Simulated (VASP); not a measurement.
# HfB2 (P6/mmm) in VASP: further runs

HfB2 is run at these levels: PBE; tasks: single point.

Everything below comes from runs of VASP 6.6.1. Logs are shortened: lines on timing, memory, paths and dates and some standing lists are left out, and cuts for length are marked.

## 1. The cell of the first run

It takes space group P6/mmm (No. 191, hexagonal). The conventional cell has a = 3.054 Å, b = 3.054 Å, c = 3.385 Å, α = 90.00°, β = 90.00°, γ = 120.00°. Within 3.2 Å of Hf (site symmetry 6/mmm) lie 12 B at 2.44 Å and 6 Hf at 3.05 Å. B (site symmetry -6m2) has 3 B at 1.76 Å within 2.3 Å.

## 2. Single point, PBE

INCAR

```
PREC = Accurate
ENCUT = 520
EDIFF = 1E-7
ISMEAR = -1
SIGMA = 0.1
LREAL = False
LASPH = True
NELM = 60
ALGO = Normal
ISIF = 2
LWAVE = False
LCHARG = False
GGA = PE
NBANDS = 15
```

KPOINTS

```
regular mesh
0
Gamma
  11 11 8
```

POSCAR

```
HfB2
1.0
    3.0539289143      0.0000000000      0.0000000000
   -1.5269644572      2.6447802469      0.0000000000
    0.0000000000      0.0000000000      3.3846091152
Hf B
1 2
Direct
    0.0000000000      0.0000000000      0.0000000000
    0.3333333333      0.6666666667      0.5000000000
    0.6666666667      0.3333333333      0.5000000000
```

Potentials or basis: VASP PAW PBE potentials, release 64 (Hf_pv, B).

On the command line:

```sh
> cat potpaw_PBE.64/Hf_pv/POTCAR potpaw_PBE.64/B/POTCAR > POTCAR
> mpirun -np 1 vasp_std > vasp.out
```

OUTCAR:

```text
PREC = Accurate
   ENCUT = 520
   EDIFF = 1E-7
   ISMEAR = -1
   LREAL = False
   LASPH = True
   NELM = 60
   ISIF = 2
   GGA = PE

 ion  position               nearest neighbor table
   1  0.000  0.000  0.000-   2 2.44   3 2.44   2 2.44   3 2.44   3 2.44   3 2.44   2 2.44   2 2.44
                             3 2.44   3 2.44   2 2.44   2 2.44
   2  0.333  0.667  0.500-   3 1.76   3 1.76   3 1.76   1 2.44   1 2.44   1 2.44   1 2.44   1 2.44
                             1 2.44
   3  0.667  0.333  0.500-   2 1.76   2 1.76   2 1.76   1 2.44   1 2.44   1 2.44   1 2.44   1 2.44
                             1 2.44

  LATTYP: Found a hexagonal cell.
 ALAT       =     3.0539289143
 C/A-ratio  =     1.1082802548

  Lattice vectors:

 A1 = (   3.0539289143,   0.0000000000,   0.0000000000)
 A2 = (  -1.5269644572,   2.6447802469,   0.0000000000)
 A3 = (   0.0000000000,   0.0000000000,   3.3846091152)

Analysis of symmetry for initial positions (statically):
=====================================================================
 Subroutine PRICEL returns:
 Original cell was already a primitive cell.

 Routine SETGRP: Setting up the symmetry group for a
 hexagonal supercell.

 Subroutine GETGRP returns: Found 24 space group operations
 (whereof 24 operations were pure point group operations)
 out of a pool of 24 trial point group operations.

The static configuration has the point symmetry D_6h.

Analysis of symmetry for dynamics (positions and initial velocities):
=====================================================================
 Subroutine PRICEL returns:
 Original cell was already a primitive cell.

 Routine SETGRP: Setting up the symmetry group for a
 hexagonal supercell.

 Subroutine GETGRP returns: Found 24 space group operations
 (whereof 24 operations were pure point group operations)
 out of a pool of 24 trial point group operations.

The dynamic configuration has the point symmetry D_6h.

 Subroutine INISYM returns: Found 24 space group operations
 (whereof 24 operations are pure point group operations),
 and found     1 'primitive' translations

----------------------------------------------------------------------------------------

                                     Primitive cell

  volume of cell :      27.3374

  direct lattice vectors                    reciprocal lattice vectors
     3.053928914  0.000000000  0.000000000     0.327447045  0.189051624  0.000000000
    -1.526964457  2.644780247  0.000000000     0.000000000  0.378103247  0.000000000
     0.000000000  0.000000000  3.384609115     0.000000000  0.000000000  0.295455093

  length of vectors
     3.053928914  3.053929110  3.384609115     0.378103272  0.378103247  0.295455093

  position of ions in fractional coordinates (direct lattice)
     0.000000000  0.000000000  0.000000000
     0.333333333  0.666666667  0.500000000
     0.666666667  0.333333333  0.500000000

  ion indices of the primitive-cell ions
   primitive index   ion index
                 1           1
                 2           2
                 3           3

----------------------------------------------------------------------------------------

 KPOINTS: regular mesh

Automatic generation of k-mesh.
 Grid dimensions read from file:
 generate k-points for:   11   11    8

 Generating k-lattice:

  Cartesian coordinates                     Fractional coordinates (reciprocal lattice)
     0.029767913  0.017186511  0.000000000     0.090909091  0.000000000  0.000000000
     0.000000000  0.034373022  0.000000000     0.000000000  0.090909091  0.000000000
     0.000000000  0.000000000  0.036931887     0.000000000  0.000000000  0.125000000

  Length of vectors
     0.034373025  0.034373022  0.036931887

  Shift w.r.t. Gamma in fractional coordinates (k-lattice)
     0.000000000  0.000000000  0.000000000

 Subroutine IBZKPT returns following result:
 ===========================================

 Found     80 irreducible k-points:

 Following reciprocal coordinates:
            Coordinates               Weight
  0.000000  0.000000  0.000000      1.000000
  0.090909 -0.000000  0.000000      6.000000
  0.181818  0.000000  0.000000      6.000000
  0.272727 -0.000000  0.000000      6.000000
  0.363636 -0.000000  0.000000      6.000000
  0.454545 -0.000000  0.000000      6.000000
[... 16 lines left out ...]
  0.090909  0.090909  0.125000     12.000000
  0.181818  0.090909  0.125000     24.000000
 [... further k-points ...]
   k-points           NKPTS =     80   k-points in BZ     NKDIM =     80   number of bands    NBANDS=     15
   number of dos      NEDOS =    301   number of ions     NIONS =      3
   total plane-waves  NPLWV =  16128
   dimension x,y,z NGX =    24 NGY =   24 NGZ =   28
   dimension x,y,z NGXF=    48 NGYF=   48 NGZF=   56
   ions per type =               1   2
   NGX,Y,Z   is equivalent  to a cutoff of  13.06, 13.06, 13.75 a.u.
   NGXF,Y,Z  is equivalent  to a cutoff of  26.13, 26.13, 27.51 a.u.
 SYSTEM =  unknown system
   PREC   = accura    normal or accurate (medium, high low for compatibility)
   ISTART =      0    job   : 0-new  1-cont  2-samecut
   ICHARG =      2    charge: 1-file 2-atom 10-const
   ISPIN  =      1    spin polarized calculation?
   LNONCOLLINEAR =      F non collinear calculations
   LSORBIT =      F    spin-orbit coupling
   LASPH  =      T    aspherical Exc in radial PAW
   ENCUT  =  520.0 eV  38.22 Ry    6.18 a.u.   5.68  5.68  6.29*2*pi/ulx,y,z
   NELM   =     60;   NELMIN=  2; NELMDL= -5     # of ELM steps
   EDIFF  = 0.1E-06   stopping-criterion for ELM
   LREAL  =      F    real-space projection
   EDIFFG = 0.1E-05   stopping-criterion for IOM
   NSW    =      0    number of steps for IOM
   IBRION =     -1    ionic relax: 0-MD 1-quasi-New 2-CG
   NFREE  =      0    steps in history (QN), initial steepest desc. (CG)
   ISIF   =      2    stress and relaxation
   ISYM   =      2    0-nonsym 1-usesym 2-fastsym
   POTIM  = 0.5000    time-step for ionic-motion
   TEBEG  =    0.0;   TEEND  =   0.0 temperature during run
   PSTRESS=    0.0 pullay stress
   NELECT =      16.0000    total number of electrons
   NUPDOWN=      -1.0000    fix difference up-down
   EMIN   =  10.00;   EMAX   =-10.00  energy-range for DOS
   EFERMI =   0.00;   METHOD = LEGACY
   ISMEAR =    -1;   SIGMA  =   0.10  broadening in eV -4-tet -1-fermi 0-gaus
   EFERMI_NEDOS =   21; number of points for ismear=-14 and -15
   IALGO  =     38    algorithm
   IMIX   =      4    mixing-type and parameters
     AMIX     =   0.40;   BMIX     =  1.00
     AMIX_MAG =   1.60;   BMIX_MAG =  1.00
  volume/ion in A,a.u.               =       9.11        61.49
  Fermi-wavevector in a.u.,A,eV,Ry     =   1.369396  2.587784 25.514273  1.875246
  Thomas-Fermi vector in A             =   2.495275
   LORBIT       =      0    0 simple, 1 ext, 2 COOP (PROOUT), +10 PAW based schemes
   GGA     = PE    functional components
   LHFCALC =     F    Hartree Fock is set to
   AEXX    =    0.0000 exact exchange contribution
   IVDW    =     0    specifies the selected vdW correction
   LEPSILON=     F    determine dielectric tensor
   LRPA    =     F    only Hartree local field effects (RPA)
 non-spin polarized calculation
  energy-cutoff  :      520.00
  volume of cell :       27.34
 maximum number of plane-waves:       757
 NGX is ok and might be reduce to    24
   NGX = 11   NGY = 11   NGZ = 13

 number of electron      16.0000002 magnetization

 Free energy of the ion-electron system (eV)
  ---------------------------------------------------
  ext. energy  EPLUGINS =         0.00000000
  ---------------------------------------------------
  free energy    TOTEN  =       -26.21649200 eV

  energy without entropy =      -26.21041410  energy(sigma->0) =      -26.21345305

 E-fermi :   8.2371     XC(G=0): -12.9937

 val. band max:        8.0742679750   @ k =   0.0909   0.0909   0.2500
 cond. band min:       8.3116787097   @ k =   0.2727   0.1818   0.0000
 fundamental gap:      0.2374107348
 Fermi energy:         8.2371253141

 k-point     1 :       0.0000    0.0000    0.0000
  band No.  band energies     occupation
      1     -22.0386      2.00000
      2     -21.4215      2.00000
      3     -21.4215      2.00000
      4      -5.8849      2.00000
      5       5.1190      2.00000
      6       5.2661      2.00000
      7       5.2661      2.00000
      8       5.6042      2.00000
      9      12.8010      0.00000
     10      12.8010      0.00000
     11      13.4677      0.00000
     12      13.4677      0.00000
     13      13.7064      0.00000
     14      13.7064      0.00000
     15      13.9560      0.00000

 k-point     2 :       0.0909   -0.0000    0.0000
  band No.  band energies     occupation
      1     -22.0241      2.00000
      2     -21.5090      2.00000
      3     -21.4405      2.00000
      4      -5.6897      2.00000
      5       4.7654      2.00000
      6       5.2686      2.00000
      7       5.3141      2.00000
      8       5.4136      2.00000
      9      12.0950      0.00000
     10      12.6265      0.00000
     11      12.6580      0.00000
     12      13.0415      0.00000
     13      14.4069      0.00000
     14      14.9730      0.00000
     15      15.1023      0.00000

 k-point     3 :       0.1818    0.0000    0.0000
  band No.  band energies     occupation
      1     -21.9852      2.00000
      2     -21.7370      2.00000
      3     -21.4910      2.00000
      4      -5.1354      2.00000
      5       3.6068      2.00000
      6       4.9710      2.00000
      7       5.2316      2.00000
      8       5.7442      2.00000
      9      10.8964      0.00000
     10      12.3030      0.00000
     11      12.3631      0.00000
     12      13.0471      0.00000
     13      15.0068      0.00000
     14      15.9357      0.00000
     15      16.6452      0.00000
[... 343 lines left out ...]
 k-point    23 :       0.0909    0.0909    0.1250
  band No.  band energies     occupation
      1     -22.0547      2.00000
      2     -21.6553      2.00000
      3     -21.4760      2.00000
      4      -5.0584      2.00000
      5       3.9107      2.00000
      6       4.1065      2.00000
      7       5.1211      2.00000
      8       6.7923      2.00000
      9       9.9745      0.00000
     10      11.6007      0.00000
     11      13.0884      0.00000
     12      14.0874      0.00000
     13      15.0370      0.00000
     14      15.2591      0.00000
     15      16.1337      0.00000

 k-point    24 :       0.1818    0.0909    0.1250
  band No.  band energies     occupation
      1     -22.0082      2.00000
      2     -21.8958      2.00000
      3     -21.5468      2.00000
      4      -4.3955      2.00000
      5       2.8503      2.00000
      6       3.9607      2.00000
      7       4.7352      2.00000
      8       6.8826      2.00000
      9       9.2469      0.00008
     10      12.1464      0.00000
     11      12.9790      0.00000
     12      13.9267      0.00000
     13      15.2834      0.00000
     14      16.0684      0.00000
     15      17.8451      0.00000

 [... further k-points ...]
[... 5 lines left out ...]
  --------------------------------------------------------------------------------------
  -------------------------------------------------------------------------------------
  Total        4.5884141      4.5884149      4.2425746     -0.0000000     -0.0000000     -0.0000000
  in kB      268.9156988    268.9157447    248.6468934     -0.0000000     -0.0000000     -0.0000000
  external PRESSURE =     262.1594456 kB  Pullay stress =       0.0000000 kB

 VOLUME and BASIS-vectors are now :
 -----------------------------------------------------------------------------
  energy-cutoff  :      520.00
  volume of cell :       27.34
      direct lattice vectors                 reciprocal lattice vectors
     3.053928914  0.000000000  0.000000000     0.327447045  0.189051624  0.000000000
    -1.526964457  2.644780247  0.000000000     0.000000000  0.378103247  0.000000000
     0.000000000  0.000000000  3.384609115     0.000000000  0.000000000  0.295455093

 POSITION                                       TOTAL-FORCE (eV/Angst)
 -----------------------------------------------------------------------------------
      0.00000      0.00000      0.00000        -0.000000     -0.000000      0.000000
     -0.00000      1.76319      1.69230         0.000000      0.000000     -0.000000
      1.52696      0.88159      1.69230        -0.000000     -0.000000      0.000000
 -----------------------------------------------------------------------------------
    total drift:                               -0.000000      0.000000      0.000000

  FREE ENERGIE OF THE ION-ELECTRON SYSTEM (eV)
  ---------------------------------------------------
  free  energy   TOTEN  =       -26.2164920016 eV

  energy  without entropy=      -26.2104141035  energy(sigma->0) =      -26.21345305
```

Run time: 19 s. Hardware: 1 thread of Intel Xeon 6975P-C, shared host; peak memory 0.17 GiB.

What came out:

```yaml
Free_energy: -26.2165 eV
Pressure: 26.2 GPa
Band_gap_on_the_k_mesh: zero (band 8 reaches 8.98 eV, above the bottom of band 9 at 7.78 eV)
```

Stress tensor (GPa, compression positive):
```
26.89  0.00  0.00
 0.00 26.89  0.00
 0.00  0.00 24.86
```

Caveat: spin-orbit coupling is left out, which moves the levels of the heavy elements.

## 3. Single point, PBE

This run uses another cell than the first one, of 9.38 Å³/atom, 1.029 times its volume.

INCAR

```
SYSTEM = HfB2
  PREC = Accurate
  ENCUT = 520
  EDIFF = 1E-6
  ISMEAR = -1
  SIGMA = 0.1
  LREAL = .False.
  LASPH = .True.
  NELM = 100
  ALGO = Normal
  ISIF = 2
  LWAVE = .False.
  LCHARG = .True.
  GGA = PE
  LELF = .True.
  LVHAR = .True.
  NBANDS = 15
```

KPOINTS

```
Automatic mesh
0
Gamma
  11 11 8
  0 0 0
```

POSCAR

```
HfB2
1.0
    3.0831548903      0.0000000000      0.0000000000
   -1.5415774451      2.6700906867      0.0000000000
    0.0000000000      0.0000000000      3.4169996873
Hf B
1 2
Direct
    0.0000000000      0.0000000000      0.0000000000
    0.3333333333      0.6666666667      0.5000000000
    0.6666666667      0.3333333333      0.5000000000
```

Potentials or basis: VASP PAW PBE potentials, release 64 (Hf_pv, B).

On the command line:

```sh
> cat potpaw_PBE.64/Hf_pv/POTCAR potpaw_PBE.64/B/POTCAR > POTCAR
> mpirun -np 1 vasp_std > vasp.out
```

OUTCAR:

```text
SYSTEM = HfB2
   PREC = Accurate
   ENCUT = 520
   EDIFF = 1E-6
   ISMEAR = -1
   LREAL = .False.
   LASPH = .True.
   NELM = 100
   ISIF = 2
   GGA = PE

 ion  position               nearest neighbor table
   1  0.000  0.000  0.000-   2 2.47   3 2.47   2 2.47   3 2.47   3 2.47   3 2.47   2 2.47   2 2.47
                             3 2.47   3 2.47   2 2.47   2 2.47
   2  0.333  0.667  0.500-   3 1.78   3 1.78   3 1.78   1 2.47   1 2.47   1 2.47   1 2.47   1 2.47
                             1 2.47
   3  0.667  0.333  0.500-   2 1.78   2 1.78   2 1.78   1 2.47   1 2.47   1 2.47   1 2.47   1 2.47
                             1 2.47

  LATTYP: Found a hexagonal cell.
[... 630 lines left out ...]
  --------------------------------------------------------------------------------------
  -------------------------------------------------------------------------------------
  Total        2.9994043      2.9994048      2.7867301      0.0000000      0.0000000      0.0000000
  in kB      170.8359594    170.8359885    158.7227566      0.0000000      0.0000000      0.0000000
  external PRESSURE =     166.7982348 kB  Pullay stress =       0.0000000 kB

 VOLUME and BASIS-vectors are now :
 -----------------------------------------------------------------------------
  energy-cutoff  :      520.00
  volume of cell :       28.13
      direct lattice vectors                 reciprocal lattice vectors
     3.083154890  0.000000000  0.000000000     0.324343095  0.187259557  0.000000000
    -1.541577445  2.670090687  0.000000000     0.000000000  0.374519115  0.000000000
     0.000000000  0.000000000  3.416999687     0.000000000  0.000000000  0.292654402

 POSITION                                       TOTAL-FORCE (eV/Angst)
 -----------------------------------------------------------------------------------
      0.00000      0.00000      0.00000        -0.000000      0.000000      0.000000
     -0.00000      1.78006      1.70850         0.000000      0.000000      0.000000
      1.54158      0.89003      1.70850        -0.000000     -0.000000      0.000000
 -----------------------------------------------------------------------------------
    total drift:                               -0.000000      0.000000      0.000000

  FREE ENERGIE OF THE ION-ELECTRON SYSTEM (eV)
  ---------------------------------------------------
  free  energy   TOTEN  =       -26.3224567966 eV

  energy  without entropy=      -26.3161347343  energy(sigma->0) =      -26.31929577
```

OSZICAR:

```text
N       E                     dE             d eps       ncg     rms          rms(c)
DAV:   1     0.275653018354E+02    0.27565E+02   -0.80500E+03  2400   0.102E+03
DAV:   2    -0.273286399530E+02   -0.54894E+02   -0.51213E+02  3181   0.220E+02
DAV:   3    -0.287745961388E+02   -0.14460E+01   -0.14399E+01  3135   0.261E+01
DAV:   4    -0.287798445424E+02   -0.52484E-02   -0.52475E-02  2841   0.194E+00
DAV:   5    -0.287798721404E+02   -0.27598E-04   -0.27596E-04  3100   0.124E-01    0.576E+01
DAV:   6    -0.264539698551E+02    0.23259E+01   -0.27458E+00  2848   0.124E+01    0.418E+01
DAV:   7    -0.264052824109E+02    0.48687E-01   -0.10523E+00  3023   0.765E+00    0.116E+01
DAV:   8    -0.263271807647E+02    0.78102E-01   -0.28443E-01  2778   0.415E+00    0.168E+00
DAV:   9    -0.263226371220E+02    0.45436E-02   -0.21694E-02  2771   0.121E+00    0.362E-01
DAV:  10    -0.263224511384E+02    0.18598E-03   -0.80611E-04  2981   0.244E-01    0.257E-01
DAV:  11    -0.263224589409E+02   -0.78025E-05   -0.48540E-05  2981   0.531E-02    0.917E-02
DAV:  12    -0.263224567011E+02    0.22398E-05   -0.26755E-06  2813   0.119E-02    0.135E-02
DAV:  13    -0.263224567966E+02   -0.95557E-07   -0.18658E-07  1396   0.367E-03
   1 F= -.26322457E+02 E0= -.26319296E+02  d E =-.632206E-02
```

stdout:

```text
POSCAR found type information on POSCAR HfB
 POSCAR found :  2 types and       3 ions
 scaLAPACK will be used
 LDA part: xc-table for (Slater+PW92), standard interpolation
 POSCAR, INCAR and KPOINTS ok, starting setup
 FFT: planning ... GRIDC
 FFT: planning ... GRID_SOFT
 FFT: planning ... GRID
 WAVECAR not read
 entering main loop
```

It took 19 s on 1 thread of Intel Xeon 6975P-C, shared host; peak memory 0.17 GiB.

Results:

```yaml
Free_energy: -26.3225 eV
Pressure: 16.7 GPa
Band_gap_on_the_k_mesh: zero (band 8 reaches 8.73 eV, above the bottom of band 9 at 7.57 eV)
```

Caveat: spin-orbit coupling is left out, which moves the levels of the heavy elements.

(Part 1 of 2 ends here.)
